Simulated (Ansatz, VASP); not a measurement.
## One calculation of Ta4C3, two programs

```
Ta C
1.0
     4.42479    0.00000    0.00000
     0.00000    4.42479    0.00000
     0.00000    0.00000    4.42479
Ta C
4 3
Cartesian
  0.0000 2.2124 2.2124
  2.2124 0.0000 2.2124
  2.2124 2.2124 0.0000
  0.0000 0.0000 0.0000
  2.2124 0.0000 0.0000
  0.0000 2.2124 0.0000
  0.0000 0.0000 2.2124
```

Alike in both runs: functional r2SCAN; k mesh 8 × 8 × 8; occupations gaussian, width 0.1 eV; no spin polarisation.

Ansatz relaxed the structure, and its values are those at the end. VASP's run is a single point on that final structure, the one shown.

|  | VASP | Ansatz |
| --- | --- | --- |
| version | VASP 6.6.1 | Ansatz 0.2.0 |
| potentials or method | VASP PAW PBE potentials, release 64 (Ta_pv, C), cutoff 520 eV | scalar-relativistic, plane waves, PAW |
| valence electrons in the cell | 56 | 64 |

```csv
,VASP,Ansatz,Ansatz less VASP
gap on the k mesh at the Fermi level (eV),none,none,-
pressure (GPa),1.1,0.0,-1.07
```

VASP's potentials were made for PBE, not for r2SCAN. A gap of «none» marks a metal or a gap that the smearing closes. VASP's potentials hold 56 valence electrons a cell and Ansatz's 64, so a difference there can come from the potentials and not from the codes.

Spin-orbit coupling is off throughout.
